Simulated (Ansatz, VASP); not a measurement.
One calculation of La, two programs

File INCAR:

```
SYSTEM = La
  PREC = Accurate
  ENCUT = 520
  EDIFF = 1E-6
  ISMEAR = -1
  SIGMA = 0.08
  LREAL = .False.
  LASPH = .True.
  NELM = 80
  ALGO = Normal
  ISIF = 2
  LWAVE = .False.
  LCHARG = .False.
  GGA = PE
  NBANDS = 12
```

Contents of KPOINTS:

```
Automatic mesh
0
Gamma
  13 13 13
  0 0 0
```

The input POSCAR:

```
La
1.0
   -1.9296393454      1.9296393454      1.9296393454
    1.9296393454     -1.9296393454      1.9296393454
    1.9296393454      1.9296393454     -1.9296393454
La
1
Direct
    0.0000000000      0.0000000000      0.0000000000
```

Input for Ansatz:

```yaml
crystal:
  lattice:
    - [-1.9296393454, 1.9296393454, 1.9296393454]
    - [1.9296393454, -1.9296393454, 1.9296393454]
    - [1.9296393454, 1.9296393454, -1.9296393454]
  atoms:
    - { symbol: La, position: [0.0, 0.0, 0.0] }
kpoints:
  mp_grid: { grid: [13, 13, 13] }
scf:
  occupations: { method: fermi_dirac, width: 0.08 }
hamiltonian:
  xc: pbe
  pseudopotentials: { kind: all_electron, lapw: { basis_error: 0.001 } }
output:
  forces: true
  stress: true
  eigenvalues: true
  populations: true
```

Change from the starting cell: volume scaled by 0.76, LAPW.

Alike in both runs: task single point; functional PBE; k mesh 13 × 13 × 13; occupations fermi-dirac, width 0.08 eV; no spin polarisation.

|  | VASP | Ansatz |
| --- | --- | --- |
| version | VASP 6.6.1 | Ansatz 0.2.0 |
| potentials or method | VASP PAW PBE potentials, release 64 (La), cutoff 520 eV | all-electron LAPW, scalar-relativistic |

```csv
,VASP,Ansatz,Ansatz less VASP
pressure (GPa),10.2,10.2,-0.02
```

Ansatz ran all-electron here, and VASP with PAW potentials.

Spin-orbit coupling is off throughout.
